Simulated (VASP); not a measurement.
A run of VASP 6.6.1:

Contents of INCAR:

```
SYSTEM = CsAuBr3
PREC = Accurate
ENCUT = 520
EDIFF = 1E-6
ISMEAR = -1
SIGMA = 0.1
LREAL = .FALSE.
LASPH = .TRUE.
NELM = 60
ALGO = Normal
ISIF = 2
LWAVE = .FALSE.
LCHARG = .FALSE.
NBANDS = 28
```

Contents of KPOINTS:

```
regular mesh
0
G
  4 4 4
  0 0 0
```

The input POSCAR:

```
CsAuBr3
1.0
    5.4725400000      0.0000000000      0.0000000000
    0.0000000000      5.4725400000      0.0000000000
    0.0000000000      0.0000000000      5.4725400000
Cs Au Br
1 1 3
Direct
    0.5000000000      0.5000000000      0.5000000000
    0.0000000000      0.0000000000      0.0000000000
    0.0000000000      0.0000000000      0.5000000000
    0.5300000000      0.0000000000      0.0000000000
    0.0000000000      0.5000000000      0.0000000000
```

Potentials or basis: VASP PAW LDA potentials, release 64 (Cs_sv, Au, Br).

Run with:

```sh
$ cat potpaw_LDA.64/Cs_sv/POTCAR potpaw_LDA.64/Au/POTCAR potpaw_LDA.64/Br/POTCAR > POTCAR
$ mpirun -np 1 vasp_std > vasp.out
```

Hardware: 1 thread of Intel(R) Xeon(R) Platinum 8488C (Sapphire Rapids) (shared host).

Problem. Estimate the wall time of this run.

Solution. Wall time 78 s on 1 thread of Intel(R) Xeon(R) Platinum 8488C (Sapphire Rapids) (shared host), peak memory 0.26 GiB. Counts: scf iterations 13, k points 18.
